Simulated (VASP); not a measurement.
Write the native input for VASP 6.6.1 that does the following.

- Task: single point
- Functional: PBE
- Potentials or basis: VASP PAW PBE potentials, release 64 (Mg, Cd, Se)
- Cutoff: 520 eV
- k mesh: 2 × 2 × 2
- Occupations: gaussian, width 0.15 eV
- Spin: no spin polarisation
- Dipole correction: no
- Further INCAR settings: LREAL = Auto; ALGO = Normal; EDIFF = 1e-06; NBANDS = 56

The structure of Mg3CdSe4 lies in POSCAR:

```
Mg3CdSe4
1.0
    8.5971926061      0.0000000000      0.0000000000
    0.0000000000      7.4139852102      0.0000000000
    0.0000000000      0.0000000000      6.9480966260
Mg Cd Se
6 2 8
Direct
    0.2500798219      0.3328007370     -0.0018196100
    0.7499201781      0.3328007370     -0.0018196100
    0.0000000000      0.1696327677      0.4988274625
    0.5000000000      0.8303672323     -0.0011725375
    0.7500798219      0.6671992630      0.4981803900
    0.2499201781      0.6671992630      0.4981803900
    0.5000000000      0.1675655132      0.5005841182
    0.0000000000      0.8324344868      0.0005841182
    0.5000000000      0.1651608879      0.8875143521
    0.0000000000      0.1760376035      0.8726698874
    0.2441185110      0.3368509270      0.3720216999
    0.7558814890      0.3368509270      0.3720216999
    0.2558814890      0.6631490730      0.8720216999
    0.7441185110      0.6631490730      0.8720216999
    0.0000000000      0.8348391121      0.3875143521
    0.5000000000      0.8239623965      0.3726698874
```

The input as run:

INCAR

```
SYSTEM = Mg3CdSe4
ALGO = Normal
EDIFF = 1E-6
ENCUT = 520
GGA = PE
ISIF = 2
ISMEAR = 0
LASPH = .TRUE.
LCHARG = .FALSE.
LREAL = Auto
LWAVE = .FALSE.
NBANDS = 56
NELM = 80
PREC = Accurate
SIGMA = 0.15
```

KPOINTS

```
k-points
0
G
  2 2 2
  0 0 0
```

Potentials or basis: VASP PAW PBE potentials, release 64 (Mg, Cd, Se).

Command:

```console
$ cat potpaw_PBE.64/Mg/POTCAR potpaw_PBE.64/Cd/POTCAR potpaw_PBE.64/Se/POTCAR > POTCAR
$ mpirun -np 1 vasp_std > vasp.out
```

Results of the run:

```json
{
  "Pressure": "-0.1 GPa",
  "Largest force": "0.044 eV/Å",
  "Band gap on the k mesh": "2.01 eV"
}
```

Caveat: the k points lie up to 0.45 Å⁻¹ apart.

Wall time 4.3 min on 1 thread of Intel Xeon 8259CL, with other jobs on the host, peak memory 0.47 GiB.
